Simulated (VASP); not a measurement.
Here is a VASP 6.6.1 calculation.

The input INCAR:

```
SYSTEM = Cd
  PREC = Accurate
  ENCUT = 600
  EDIFF = 1E-7
  ISMEAR = -1
  SIGMA = 0.1
  LREAL = .FALSE.
  LASPH = .TRUE.
  NELM = 80
  ALGO = Normal
  ISIF = 3
  LWAVE = .FALSE.
  LCHARG = .FALSE.
  GGA = RE
  IBRION = 2
  NSW = 80
  EDIFFG = -0.01
```

KPOINTS

```
regular mesh
0
G
  7 7 10
  0 0 0
```

File POSCAR:

```
Cd
1.0
    4.9594071630      0.0000000000      0.0000000000
   -2.4797035815      4.2949725909      0.0000000000
    0.0000000000      0.0000000000      3.0401165909
Cd
3
Direct
    0.0000000000      0.0000000000      0.0000000000
    0.3333333333      0.6666666667      0.5000000000
    0.6666666667      0.3333333333      0.5000000000
```

Potentials or basis: VASP PAW PBE potentials, release 64 (Cd).

The run is started by

```sh
$ cat potpaw_PBE.64/Cd/POTCAR > POTCAR
$ mpirun -np 1 vasp_std > vasp.out
```

(1) Estimate the space group after relaxing (to 0.05 Å).

(2) What does it give for the band gap on the k mesh?

(3) Predict the relaxed volume.

(4) Estimate the relaxed cell.

## Answers

(1) P6/mmm (No. 191).

(2) zero (band 18 reaches 5.50 eV, above the bottom of band 19 at 0.96 eV).

(3) 24.95 Å³/atom.

(4) a = 5.231 Å, b = 5.231 Å, c = 3.158 Å, α = 90.00°, β = 90.00°, γ = 120.00°.

Caveat: the volume moved by over 15 % at a fixed basis, so the end points are rough; the PAW data sets were made with another functional, which shifts forces and pressure a little.
